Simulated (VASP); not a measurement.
Input of a VASP 6.6.1 run:

The input INCAR:

```
SYSTEM = GaCuSe2
  AGGAC = 1.0
  AGGAX = 1.0
  ALDAC = 0.0
  ALDAX = 1.0
  ALGO = Normal
  EDIFF = 1E-6
  ENCUT = 520
  GGA = B5
  ISIF = 2
  ISMEAR = -1
  LASPH = .TRUE.
  LCHARG = .TRUE.
  LELF = .TRUE.
  LREAL = .FALSE.
  LVHAR = .TRUE.
  LWAVE = .FALSE.
  NBANDS = 46
  NELM = 60
  PREC = Accurate
  SIGMA = 0.05
```

The input KPOINTS:

```
k-points
0
G
  7 7 7
  0 0 0
```

The input POSCAR:

```
GaCuSe2
1.0
   -2.8095500000      2.8095500000      5.5130000000
    2.8095500000     -2.8095500000      5.5130000000
    2.8095500000      2.8095500000     -5.5130000000
Se Ga Cu
4 2 2
Direct
    0.1256200000      0.6250000000      0.0006200000
    0.8750000000      0.8743800000      0.4993800000
    0.6243800000      0.1250000000      0.9993800000
    0.3750000000      0.3756200000      0.5006200000
    0.2500000000      0.7500000000      0.5000000000
    0.5000000000      0.5000000000      0.0000000000
    0.7500000000      0.2500000000      0.5000000000
    0.0000000000      0.0000000000      0.0000000000
```

Potentials or basis: VASP PAW PBE potentials, release 64 (Se, Ga_d, Cu).

Launch:

```sh
$ cat potpaw_PBE.64/Se/POTCAR potpaw_PBE.64/Ga_d/POTCAR potpaw_PBE.64/Cu/POTCAR > POTCAR
$ mpirun -np 1 vasp_std > vasp.out
```

Problem. What does it give for the largest force?

Solution. 0.367 eV/Å.

Problem. What does it give for the band gap on the k mesh?

Solution. 0.25 eV.

Forces in eV/Å, atoms in the order of the input:
```
Se   0.000 -0.367  0.000
Se   0.367  0.000  0.000
Se   0.000  0.367  0.000
Se  -0.367  0.000  0.000
Ga   0.000  0.000  0.000
Ga   0.000  0.000  0.000
Cu   0.000  0.000  0.000
Cu   0.000  0.000  0.000
```

Caveat: semilocal functionals underestimate gaps, and a narrow one can read as zero; the PAW data sets were made with another functional, which shifts forces and pressure a little.
